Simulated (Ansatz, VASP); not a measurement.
**SiNi: VASP beside Ansatz**

```
CELL_PARAMETERS angstrom
4.50369 0.00000 0.00000
0.00000 4.50369 0.00000
0.00000 0.00000 4.50369
ATOMIC_POSITIONS crystal
Ni 0.14950 0.14950 0.14950
Ni 0.64950 0.35050 0.85050
Ni 0.85050 0.64950 0.35050
Ni 0.35050 0.85050 0.64950
Si 0.84683 0.84683 0.84683
Si 0.34683 0.65317 0.15317
Si 0.15317 0.34683 0.65317
Si 0.65317 0.15317 0.34683
```

Alike in both runs: task single point; functional PBEsol; k mesh 5 × 5 × 5; occupations fermi-dirac, width 0.05 eV; collinear spin; fixed moment 6 μB.

|  | VASP | Ansatz |
| --- | --- | --- |
| version | VASP 6.6.1 | Ansatz 0.2.0 |
| potentials or method | VASP PAW PBE potentials, release 64 (Ni, Si) | Ansatz PAW |
| plane-wave cutoff (eV) | 520 | 420 |
| valence electrons in the cell | 56 | 88 |

```csv
,VASP,Ansatz,Ansatz less VASP
pressure (GPa),9.2,9.1,-0.06
rms of the force components (eV/Å),0.106,0.109,+0.0030
net moment per atom (μB),0.75,0.75,0.000
size of the moment on the site where the two differ most (μB),0.23,0.26,+0.025
```

VASP's potentials were made for PBE, not for PBEsol. Site moments also hang on the region over which each program counts them. Atom by atom the forces differ by 0.003 eV/Å (rms over components). VASP's potentials hold 56 valence electrons a cell and Ansatz's 88, so a difference there can come from the potentials and not from the codes.
